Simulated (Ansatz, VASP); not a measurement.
**One calculation of Te, two programs**

Contents of POSCAR:

```
Te
1.0
    3.1885452703      0.0000000000      0.0000000000
    0.0000000000      3.1885452703      0.0000000000
    0.0000000000      0.0000000000      3.1885452703
Te
1
Direct
    0.0000000000      0.0000000000      0.0000000000
```

The input INCAR.step1:

```
SYSTEM = Te
ALGO = Normal ; EDIFF = 1E-4
ENCUT = 600 ; GGA = PE
ISMEAR = 0 ; LASPH = .True.
LCHARG = .False. ; LREAL = .False.
LWAVE = .True. ; NELM = 60
PREC = Accurate ; SIGMA = 0.1
```

Contents of INCAR.step2:

```
SYSTEM = Te
ALGO = Normal ; EDIFF = 1E-7
EDIFFG = -0.01 ; ENCUT = 600
IBRION = 2 ; ISIF = 3
ISMEAR = 0 ; ISTART = 1
LASPH = .True. ; LCHARG = .False.
LMIXTAU = .True. ; LREAL = .False.
LWAVE = .False. ; METAGGA = R2SCAN
NELM = 60 ; NSW = 100
PREC = Accurate ; SIGMA = 0.1
```

Contents of KPOINTS:

```
k-points
0
Gamma
  18 18 18
  0 0 0
```

Input for Ansatz:

```yaml
crystal:
  lattice:
    - [3.1885452703, 0.0, 0.0]
    - [0.0, 3.1885452703, 0.0]
    - [0.0, 0.0, 3.1885452703]
  atoms:
    - { symbol: Te, position: [0.0, 0.0, 0.0] }
basis:
  ecutwfc: 500
kpoints:
  mp_grid: { grid: [18, 18, 18] }
hamiltonian:
  xc: r2scan
scf:
  occupations: { method: gaussian, width: 0.1 }
output:
  forces: true
  stress: true
  eigenvalues: true
relax:
  adjacent_minimum: "off"
  f_tol: 0.01
  max_steps: 80
  cell: { stress_tol: 0.05 }
```

Alike in both runs: task relaxation of cell and atoms; functional r2SCAN; k mesh 18 × 18 × 18; occupations gaussian, width 0.1 eV; no spin polarisation.

```csv
,VASP,Ansatz
version,VASP 6.6.1,Ansatz 0.2.0
potentials or method,"VASP PAW PBE potentials, release 64 (Te), cutoff 600 eV","scalar-relativistic, plane waves, PAW"
valence electrons in the cell,6,16
```

```tsv
	VASP	Ansatz	Ansatz less VASP
gap on the k mesh at the Fermi level, each at its own relaxed structure (eV)	none	none	-
relaxed volume (Å³/atom)	32.42	32.42	0.000
relaxed length of the cell vector where the two differ most in proportion (Å)	3.189	3.189	0.0000
```

VASP's potentials were made for PBE, not for r2SCAN. A gap of «none» marks a metal or a gap that the smearing closes. VASP's potentials hold 6 valence electrons a cell and Ansatz's 16, so a difference there can come from the potentials and not from the codes.

Spin-orbit coupling is off throughout. Noted on VASP's run: the relaxation stopped at its first step, so nothing moved.
